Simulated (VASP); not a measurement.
# Pt (Fm-3m) in VASP: single point with r2SCAN+rVV10

Aim: the single point of Pt with r2SCAN+rVV10.

Everything below comes from runs of VASP 6.6.1. Logs are shortened: lines on timing, memory, paths and dates and some standing lists are left out, and cuts for length are marked.

## Step 1: The cell of the first run

Symmetry: Fm-3m, No. 225, cubic system. The conventional cell has a = 3.925 Å, b = 3.925 Å, c = 3.925 Å, α = 90.00°, β = 90.00°, γ = 90.00°. Pt (site symmetry m-3m) has 12 Pt at 2.78 Å within 3.7 Å.

## Step 2: Single point, r2SCAN+rVV10

Contents of POSCAR:

```
Pt
1.0
    0.0000000000      1.9623920602      1.9623920602
    1.9623920602      0.0000000000      1.9623920602
    1.9623920602      1.9623920602      0.0000000000
Pt
1
Direct
    0.0000000000      0.0000000000      0.0000000000
```

Contents of INCAR.step1:

```
ALGO = Normal ; EDIFF = 1E-5
ENCUT = 550 ; GGA = PE
GGA_COMPAT = F ; ISMEAR = 0
LASPH = T ; LCHARG = F
LREAL = F ; LWAVE = T
NBANDS = 11 ; NELM = 120
PREC = Accurate ; SIGMA = 0.1
```

Contents of INCAR.step2:

```
ALGO = Normal ; BPARAM = 11.95
CPARAM = 0.0093 ; EDIFF = 1E-6
ENCUT = 550 ; GGA_COMPAT = F
ISIF = 2 ; ISMEAR = 0
ISTART = 1 ; IVDW_NL = 2
LASPH = T ; LCHARG = F
LMIXTAU = T ; LREAL = F
LUSE_VDW = T ; LWAVE = F
METAGGA = R2SCAN ; NBANDS = 11
NELM = 120 ; PREC = Accurate
SIGMA = 0.1
```

Contents of KPOINTS:

```
k-points
0
Gamma
  18 18 18
```

Potentials or basis: VASP PAW PBE potentials, release 64 (Pt).

Run with:

```
> cat potpaw_PBE.64/Pt/POTCAR > POTCAR
> cp INCAR.step1 INCAR
> mpirun -np 1 vasp_std > vasp.out
> cp INCAR.step2 INCAR
> mpirun -np 1 vasp_std > vasp.out
```

OUTCAR:

```text
BPARAM = 11.95
   EDIFF = 1E-6
   ENCUT = 550
   ISIF = 2
   ISMEAR = 0
   ISTART = 1
   IVDW_NL = 2
   LASPH = T
   LREAL = F
   METAGGA = R2SCAN
   NELM = 120
   PREC = Accurate

 ion  position               nearest neighbor table
   1  0.000  0.000  0.000-

  LATTYP: Found a face centered cubic cell.
 ALAT       =     3.9247841204

  Lattice vectors:

 A1 = (   0.0000000000,   1.9623920602,   1.9623920602)
 A2 = (   1.9623920602,   0.0000000000,   1.9623920602)
 A3 = (   1.9623920602,   1.9623920602,   0.0000000000)

Analysis of symmetry for initial positions (statically):
=====================================================================
 Subroutine PRICEL returns:
 Original cell was already a primitive cell.

 Routine SETGRP: Setting up the symmetry group for a
 face centered cubic supercell.

 Subroutine GETGRP returns: Found 48 space group operations
 (whereof 48 operations were pure point group operations)
 out of a pool of 48 trial point group operations.

The static configuration has the point symmetry O_h .

Analysis of symmetry for dynamics (positions and initial velocities):
=====================================================================
 Subroutine PRICEL returns:
 Original cell was already a primitive cell.

 Routine SETGRP: Setting up the symmetry group for a
 face centered cubic supercell.

 Subroutine GETGRP returns: Found 48 space group operations
 (whereof 48 operations were pure point group operations)
 out of a pool of 48 trial point group operations.

The dynamic configuration has the point symmetry O_h .

 Subroutine INISYM returns: Found 48 space group operations
 (whereof 48 operations are pure point group operations),
 and found     1 'primitive' translations

----------------------------------------------------------------------------------------

                                     Primitive cell

  volume of cell :      15.1143

  direct lattice vectors                    reciprocal lattice vectors
     0.000000000  1.962392060  1.962392060    -0.254791084  0.254791084  0.254791084
     1.962392060  0.000000000  1.962392060     0.254791084 -0.254791084  0.254791084
     1.962392060  1.962392060  0.000000000     0.254791084  0.254791084 -0.254791084

  length of vectors
     2.775241466  2.775241466  2.775241466     0.441311103  0.441311103  0.441311103

  position of ions in fractional coordinates (direct lattice)
     0.000000000  0.000000000  0.000000000

  ion indices of the primitive-cell ions
   primitive index   ion index
[... 75 lines left out ...]
   EDIFFG = 0.1E-04   stopping-criterion for IOM
   NSW    =      0    number of steps for IOM
   IBRION =     -1    ionic relax: 0-MD 1-quasi-New 2-CG
   NFREE  =      0    steps in history (QN), initial steepest desc. (CG)
   ISIF   =      2    stress and relaxation
   ISYM   =      2    0-nonsym 1-usesym 2-fastsym
   POTIM  = 0.5000    time-step for ionic-motion
   TEBEG  =    0.0;   TEEND  =   0.0 temperature during run
   PSTRESS=    0.0 pullay stress
   NELECT =      10.0000    total number of electrons
   NUPDOWN=      -1.0000    fix difference up-down
   EMIN   =  10.00;   EMAX   =-10.00  energy-range for DOS
   EFERMI =   0.00;   METHOD = LEGACY
   ISMEAR =     0;   SIGMA  =   0.10  broadening in eV -4-tet -1-fermi 0-gaus
   EFERMI_NEDOS =   21; number of points for ismear=-14 and -15
   IALGO  =     38    algorithm
   IMIX   =      4    mixing-type and parameters
     AMIX     =   0.40;   BMIX     =  1.00
     AMIX_MAG =   1.60;   BMIX_MAG =  1.00
  volume/ion in A,a.u.               =      15.11       102.00
  Fermi-wavevector in a.u.,A,eV,Ry     =   1.426524  2.695739 27.687454  2.034970
  Thomas-Fermi vector in A             =   2.546792
   LORBIT       =      0    0 simple, 1 ext, 2 COOP (PROOUT), +10 PAW based schemes
   METAGGA = R2SCAN    functional components
   LHFCALC =     F    Hartree Fock is set to
   AEXX    =    0.0000 exact exchange contribution
   IVDW_NL    =     2    kernel type
   BPARAM     =11.9500
   IVDW    =     0    specifies the selected vdW correction
   LEPSILON=     F    determine dielectric tensor
   LRPA    =     F    only Hartree local field effects (RPA)
 non-spin polarized calculation
 Gauss-broadening in eV      SIGMA  =   0.10
  energy-cutoff  :      550.00
  volume of cell :       15.11
 maximum number of plane-waves:       459
 NGX is ok and might be reduce to    24
   NGX = 11   NGY = 11   NGZ = 11

 number of electron      10.0000000 magnetization

 Free energy of the ion-electron system (eV)
  ---------------------------------------------------
  ext. energy  EPLUGINS =         0.00000000
  ---------------------------------------------------
  free energy    TOTEN  =       -51.34818222 eV

  energy without entropy =      -51.33800908  energy(sigma->0) =      -51.34309565

 E-fermi :  10.9723     XC(G=0): -14.6454

 val. band max:       10.9541326395   @ k =  -0.4444   0.2778   0.0000
 cond. band min:      10.9723629845   @ k =   0.4444   0.1111   0.0000
 fundamental gap:      0.0182303450
 Fermi energy:        10.9722666191

 k-point     1 :       0.0000    0.0000    0.0000
  band No.  band energies     occupation
      1       0.4727      2.00000
      2       7.0634      2.00000
      3       7.0634      2.00000
      4       7.0634      2.00000
      5       9.2250      2.00000
      6       9.2250      2.00000
      7      26.4346      0.00000
      8      31.5910      0.00000
      9      31.5910      0.00000
     10      31.5910      0.00000
     11      37.4448      0.00000
[... 309 lines left out ...]
 k-point    24 :      -0.2222    0.0556    0.0000
  band No.  band energies     occupation
      1       2.5879      2.00000
      2       6.5688      2.00000
      3       7.4555      2.00000
      4       7.5237      2.00000
      5       9.0502      2.00000
      6       9.7545      2.00000
      7      25.4176      0.00000
      8      28.3828      0.00000
      9      33.0118      0.00000
     10      34.5955      0.00000
     11      35.8141      0.00000

 [... further k-points ...]
[... 5 lines left out ...]
  --------------------------------------------------------------------------------------
  -------------------------------------------------------------------------------------
  Total        0.2008183      0.2008183      0.2008183      0.0000000      0.0000000      0.0000000
  in kB       21.2875947     21.2875947     21.2875947      0.0000000      0.0000000      0.0000000
  external PRESSURE =      21.2875947 kB  Pullay stress =       0.0000000 kB

 VOLUME and BASIS-vectors are now :
 -----------------------------------------------------------------------------
  energy-cutoff  :      550.00
  volume of cell :       15.11
      direct lattice vectors                 reciprocal lattice vectors
     0.000000000  1.962392060  1.962392060    -0.254791084  0.254791084  0.254791084
     1.962392060  0.000000000  1.962392060     0.254791084 -0.254791084  0.254791084
     1.962392060  1.962392060  0.000000000     0.254791084  0.254791084 -0.254791084

 POSITION                                       TOTAL-FORCE (eV/Angst)
 -----------------------------------------------------------------------------------
      0.00000      0.00000      0.00000         0.000000      0.000000      0.000000
 -----------------------------------------------------------------------------------
    total drift:                               -0.000000      0.000000     -0.000000

  FREE ENERGIE OF THE ION-ELECTRON SYSTEM (eV)
  ---------------------------------------------------
  free  energy   TOTEN  =       -51.3481822163 eV

  energy  without entropy=      -51.3380090846  energy(sigma->0) =      -51.34309565
```

OSZICAR.step1:

```text
N       E                     dE             d eps       ncg     rms          rms(c)
DAV:   1     0.427906590904E+02    0.42791E+02   -0.55838E+03  4338   0.889E+02
DAV:   2    -0.578783938674E+01   -0.48578E+02   -0.46395E+02  4863   0.182E+02
DAV:   3    -0.646240964558E+01   -0.67457E+00   -0.66825E+00  5018   0.205E+01
DAV:   4    -0.646508939863E+01   -0.26798E-02   -0.26795E-02  4967   0.152E+00
DAV:   5    -0.646511042597E+01   -0.21027E-04   -0.21026E-04  5028   0.125E-01    0.128E+01
DAV:   6    -0.612886863735E+01    0.33624E+00   -0.75735E-01  4650   0.695E+00    0.680E+00
DAV:   7    -0.608994481063E+01    0.38924E-01   -0.14506E-01  4902   0.296E+00    0.252E+00
DAV:   8    -0.608663667118E+01    0.33081E-02   -0.69657E-03  4689   0.720E-01    0.592E-01
DAV:   9    -0.608639133509E+01    0.24534E-03   -0.24913E-04  4785   0.137E-01    0.454E-02
DAV:  10    -0.608639451665E+01   -0.31816E-05   -0.50681E-06  3020   0.177E-02
   1 F= -.60863945E+01 E0= -.60810432E+01  d E =-.107026E-01
```

Run time: 99 s. Hardware: 1 thread of Intel Xeon Platinum 8259CL at 2.50GHz (Skylake/Cascade Lake), shared host; peak memory 0.24 GiB.

Results:

```
Free energy            : -51.3482 eV
Pressure               : 2.1 GPa
Band gap on the k mesh : zero (bands 5 and 6 overlap by 2.37 eV)
```

Caveat: the PAW data sets were made with another functional, which shifts forces and pressure a little; spin-orbit coupling is left out, which moves the levels of the heavy elements.
